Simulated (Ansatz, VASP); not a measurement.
**Al in VASP and in Ansatz**

INCAR

```
PREC = Accurate ; ENCUT = 520
EDIFF = 1E-7 ; ISMEAR = 0
SIGMA = 0.15 ; LREAL = F
LASPH = T ; NELM = 80
ALGO = Normal ; ISIF = 2
LWAVE = F ; LCHARG = F
GGA = PS ; IVDW = 12
NBANDS = 14
```

KPOINTS

```
Automatic mesh
0
Gamma
  18 18 6
```

The input POSCAR:

```
Al
1.0
    2.6701000000      0.0000000000      0.0000000000
   -1.3350500000      2.3123744307      0.0000000000
    0.0000000000      0.0000000000      9.1920208392
Al
4
Direct
    0.0000000000      0.0000000000      0.0000000000
    0.3333333333      0.6666666667      0.2500000000
    0.0000000000      0.0000000000      0.5000000000
    0.6666666667      0.3333333333      0.7500000000
```

Input for Ansatz:

```yaml
crystal:
  lattice:
    - [2.6701, 0.0, 0.0]
    - [-1.33505, 2.3123744307, 0.0]
    - [0.0, 0.0, 9.1920208392]
  atoms:
    - { symbol: Al, position: [0.0, 0.0, 0.0] }
    - { symbol: Al, position: [0.3333333333, 0.6666666667, 0.25] }
    - { symbol: Al, position: [0.0, 0.0, 0.5] }
    - { symbol: Al, position: [0.6666666667, 0.3333333333, 0.75] }
basis:
  ecutwfc: 420
kpoints:
  mp_grid: { grid: [18, 18, 6] }
hamiltonian:
  xc: pbesol
  pseudopotentials: { kind: paw, azcp: { folder: soft_1 } }
  dispersion: d3bj
scf:
  occupations: { method: gaussian, width: 0.15 }
output:
  forces: true
  stress: true
  eigenvalues: true
```

Alike in both runs: task single point; functional PBEsol; dispersion D3(BJ); k mesh 18 × 18 × 6; occupations gaussian, width 0.15 eV; no spin polarisation.

|  | VASP | Ansatz |
| --- | --- | --- |
| version | VASP 6.6.1 | Ansatz 0.2.0 |
| potentials or method | VASP PAW PBE potentials, release 64 (Al), cutoff 520 eV | scalar-relativistic, plane waves, PAW |
| valence electrons in the cell | 12 | 12 |

Ansatz gave:

```
gap on the k mesh at the Fermi level (eV)                     : none
pressure (GPa)                                                : 11.0
traceless stress, the component that is largest in VASP (GPa) : -4.77
```

Task: Estimate VASP's values.

Result: gap on the k mesh at the Fermi level (eV): none; pressure (GPa): 11.2; traceless stress, the component that is largest in VASP (GPa): -4.81.

VASP's potentials were made for PBE, not for PBEsol, and Ansatz warns of the same on its side. A gap of «none» marks a metal or a gap that the smearing closes.
